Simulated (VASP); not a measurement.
WC: single point with PBE

Crystal: WC.

```
CELL_PARAMETERS angstrom
0.00000 2.19001 2.19001
2.25571 0.00000 2.19001
2.25571 2.19001 0.00000
ATOMIC_POSITIONS crystal
W 0.00000 0.00000 0.00000
C 0.50000 0.50000 0.50000
```

This cell differs from its parent crystal: strain +0.0300 x Voigt [1, 0, 0, 0, 0, 0].

- Program: VASP 6.6.1
- Task: single point
- Functional: PBE
- Potentials or basis: VASP PAW PBE potentials, release 64 (W_sv, C)
- Cutoff: 520 eV
- k mesh: 24 × 24 × 24
- Occupations: gaussian, width 0.15 eV
- Spin: no spin polarisation

```json
{"Pressure": "-8.7 GPa", "Band gap on the k mesh": "zero (bands 9 and 10 overlap by 2.90 eV)"}
```

Stress tensor (GPa, compression positive):
```
-17.55   0.00   0.00
  0.00  -4.26   0.00
  0.00   0.00  -4.26
```

Levels at points of the mesh, in eV from the Fermi level:
| k point | band 7 | band 8 | band 9 | band 10 | band 11 | band 12 |
| --- | --- | --- | --- | --- | --- | --- |
| (0.00, 0.00, 0.00) | -2.51 | -2.51 | -1.12 | -1.07 | -0.96 | -0.96 |
| (0.50, 0.00, 0.00) | -6.41 | -6.36 | 0.91 | 1.12 | 2.26 | 4.89 |
| (0.50, 0.50, 0.00) | -5.40 | -2.52 | -2.48 | 0.81 | 2.01 | 2.34 |
| (0.00, 0.50, 0.50) | -5.54 | -2.31 | -2.31 | 0.79 | 2.17 | 2.17 |

Wall time 5.5 min on 1 thread of Intel(R) Xeon(R) Platinum 8259CL CPU @ 2.50GHz (Skylake/Cascade Lake), on a shared host, peak memory 0.45 GiB.

Caveat: the cell differs from its parent crystal (strain +0.0300 x Voigt [1, 0, 0, 0, 0, 0]); the stress differs along the axes, from -18 to -4 GPa; spin-orbit coupling is left out, which moves the levels of the heavy elements.
